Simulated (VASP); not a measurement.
PtSe2: single point with PBE

Crystal: PtSe2.

```
Pt Se
1.0
     3.86411    0.00000    0.00000
    -1.93205    3.34641    0.00000
     0.00000    0.00000    6.69637
Pt Se
1 2
Cartesian
  0.0000 0.0000 0.0000
  1.9321 1.1155 5.4501
  0.0000 2.2309 1.2463
```

```json
{
 "Program": "VASP 6.6.1",
 "Task": "single point",
 "Functional": "PBE",
 "Potentials or basis": "VASP PAW PBE potentials, release 64 (Pt, Se)",
 "Cutoff": "520 eV",
 "k mesh": "12 × 12 × 4",
 "Occupations": "gaussian, width 0.02 eV",
 "Spin": "no spin polarisation",
 "Dipole correction": "no",
 "Further INCAR settings": "ALGO = Normal; EDIFF = 1e-06; NBANDS = 18"
}
```

| Quantity | Value |
| --- | --- |
| Pressure | -2.6 GPa |
| Largest force | 0.004 eV/Å |
| Band gap on the k mesh | 0.77 eV, indirect (least direct gap 0.89 eV) |

Forces in eV/Å, atoms in the order of the input:
```
Pt   0.000  0.000  0.000
Se   0.000  0.000  0.004
Se   0.000  0.000 -0.004
```

Stress tensor (GPa, compression positive):
```
-3.86  0.00  0.00
 0.00 -3.86  0.00
 0.00  0.00 -0.12
```

Levels at points of the mesh, in eV from the valence-band top:
```tsv
k point	band 7	band 8	band 9	band 10	band 11	band 12	band 13	band 14	band 15	band 16
(0.00, 0.00, 0.00)	-2.98	-1.43	-0.48	-0.48	-0.31	2.44	2.44	3.83	5.08	7.69
(0.50, 0.00, 0.00)	-2.61	-2.54	-2.34	-2.14	-1.59	1.76	2.35	4.49	5.99	7.82
(0.00, 0.00, 0.50)	-2.98	-1.25	-1.10	-0.50	-0.50	2.48	2.48	5.10	5.20	6.64
(0.50, 0.00, 0.50)	-2.61	-2.54	-2.31	-2.20	-1.27	1.83	2.26	4.39	5.76	7.39
```

Wall time 81 s on 1 thread of Intel(R) Xeon(R) Platinum 8488C (Sapphire Rapids), with other jobs on the host, peak memory 0.27 GiB.

Caveat: spin-orbit coupling is left out, which moves the levels of the heavy elements; this functional lacks dispersion, which binds the layers, so the pressure and a relaxed spacing across them are unreliable. A k mesh can miss the band edges.
